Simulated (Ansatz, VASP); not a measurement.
Ca: VASP beside Ansatz

INCAR

```
SYSTEM = Ca
PREC = Accurate
ENCUT = 500
EDIFF = 1E-6
ISMEAR = 1
SIGMA = 0.026
LREAL = .FALSE.
LASPH = .TRUE.
NELM = 120
ALGO = Normal
ISIF = 2
LWAVE = .FALSE.
LCHARG = .FALSE.
GGA = RP
NBANDS = 11
GGA_COMPAT = .FALSE.
```

The input KPOINTS:

```
Automatic mesh
0
G
  2 2 2
  0 0 0
```

File POSCAR:

```
Ca
1.0
    3.4886563400      0.0000000000      0.0000000000
    0.0000000000      3.4886563400      0.0000000000
    0.0000000000      0.0000000000      3.4886563400
Ca
1
Direct
    0.0000000000      0.0000000000      0.0000000000
```

Input for Ansatz:

```yaml
crystal:
  lattice:
    - [3.48865634, 0.0, 0.0]
    - [0.0, 3.48865634, 0.0]
    - [0.0, 0.0, 3.48865634]
  atoms:
    - { symbol: Ca, position: [0.0, 0.0, 0.0] }
basis:
  ecutwfc: 420
  ecutrho_ratio: 12
kpoints:
  mp_grid: { grid: [2, 2, 2] }
hamiltonian:
  xc: rpbe
scf:
  occupations: { method: methfessel_paxton, width: 0.026 }
  max_iter: 51
output:
  forces: true
  stress: true
  eigenvalues: true
```

Alike in both runs: task single point; functional RPBE; k mesh 2 × 2 × 2; occupations methfessel-paxton of order 1, width 0.026 eV; no spin polarisation.

|  | VASP | Ansatz |
| --- | --- | --- |
| version | VASP 6.6.1 | Ansatz 0.2.0 |
| potentials or method | VASP PAW PBE potentials, release 64 (Ca_sv), cutoff 500 eV | scalar-relativistic, plane waves, PAW |
| valence electrons in the cell | 10 | 10 |

|  | VASP | Ansatz | Ansatz less VASP |
| --- | --- | --- | --- |
| gap on the k mesh at the Fermi level (eV) | none | none | - |
| pressure (GPa) | 2.7 | 2.7 | 0.00 |

VASP's potentials were made for PBE, not for RPBE. A gap of «none» marks a metal or a gap that the smearing closes.

The k mesh is coarse, so the values compare programs but aren't converged.
